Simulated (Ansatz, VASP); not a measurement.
**ZrSi7: VASP beside Ansatz**

```
CELL_PARAMETERS angstrom
5.59931 0.00000 0.00000
0.00000 5.59931 0.00000
0.00000 0.00000 5.59931
ATOMIC_POSITIONS crystal
Zr 0.00000 0.00000 0.00000
Si 0.26631 0.26631 0.26631
Si 0.00000 0.50000 0.50000
Si 0.50000 0.50000 0.00000
Si 0.50000 0.00000 0.50000
Si 0.73369 0.26631 0.73369
Si 0.73369 0.73369 0.26631
Si 0.26631 0.73369 0.73369
```

Alike in both runs: task electric field gradients; functional PBEsol; k mesh 6 × 6 × 6; occupations fermi-dirac, width 0.15 eV; no spin polarisation.

```csv
,VASP,Ansatz
version,VASP 6.6.1,Ansatz 0.2.0
potentials or method,"VASP PAW PBE potentials, release 64 (Zr_sv, Si), cutoff 520 eV","scalar-relativistic, plane waves, PAW"
valence electrons in the cell,40,40
```

|  | VASP | Ansatz | Ansatz less VASP |
| --- | --- | --- | --- |
| gap on the k mesh at the Fermi level (eV) | none | none | - |
| pressure (GPa) | 0.1 | 0.0 | -0.08 |
| size of Vzz on the site where it differs most (V/Å²) | 39.5 | 39.7 | +0.20 |

VASP's potentials were made for PBE, not for PBEsol. A gap of «none» marks a metal or a gap that the smearing closes. With one functional, cell and mesh, what is left measures potentials, basis and numerics.
